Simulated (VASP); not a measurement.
Input of a VASP 6.6.1 run:

The input POSCAR:

```
KMgI3
1.0
    5.8138566058      0.0145346415      0.0000000000
    0.0145346415      5.8138566058      0.0000000000
    0.0000000000      0.0000000000      5.8138566058
K Mg I
1 1 3
Direct
    0.0000000000      0.0000000000      0.0000000000
    0.5000000000      0.5000000000      0.5000000000
    0.5000000000      0.5000000000      0.0000000000
    0.5000000000      0.0000000000      0.5000000000
    0.0000000000      0.5000000000      0.5000000000
```

File INCAR.step1:

```
SYSTEM = KMgI3
  PREC = Accurate
  ENCUT = 520
  ISMEAR = 0
  SIGMA = 0.01
  LREAL = .FALSE.
  LASPH = .TRUE.
  NELM = 100
  NBANDS = 24
  GGA = PE
  ALGO = Normal
  EDIFF = 1E-4
  LWAVE = .TRUE.
  LCHARG = .FALSE.
```

File INCAR.step2:

```
SYSTEM = KMgI3
  PREC = Accurate
  ENCUT = 520
  EDIFF = 1E-6
  ISMEAR = 0
  SIGMA = 0.01
  LREAL = .FALSE.
  LASPH = .TRUE.
  NELM = 100
  ALGO = Normal
  ISIF = 2
  LWAVE = .FALSE.
  LCHARG = .FALSE.
  METAGGA = R2SCAN
  LMIXTAU = .TRUE.
  NBANDS = 24
  ISTART = 1
```

File KPOINTS:

```
regular mesh
0
G
  4 4 4
  0 0 0
```

Potentials or basis: VASP PAW PBE potentials, release 64 (K_sv, Mg, I).

Run with:

```console
$ cat potpaw_PBE.64/K_sv/POTCAR potpaw_PBE.64/Mg/POTCAR potpaw_PBE.64/I/POTCAR > POTCAR
$ cp INCAR.step1 INCAR
$ mpirun -np 1 vasp_std > vasp.out
$ cp INCAR.step2 INCAR
$ mpirun -np 1 vasp_std > vasp.out
```

(1) What does it give for the band gap on the k mesh?

(2) Predict the pressure.

Results:

(1) 1.83 eV (least direct gap 2.34 eV).

(2) -0.1 GPa.

Caveat: the cell differs from its parent crystal (shear xy strain +0.5%); the PAW data sets were made with another functional, which shifts forces and pressure a little; spin-orbit coupling is left out, which moves the levels of the heavy elements.
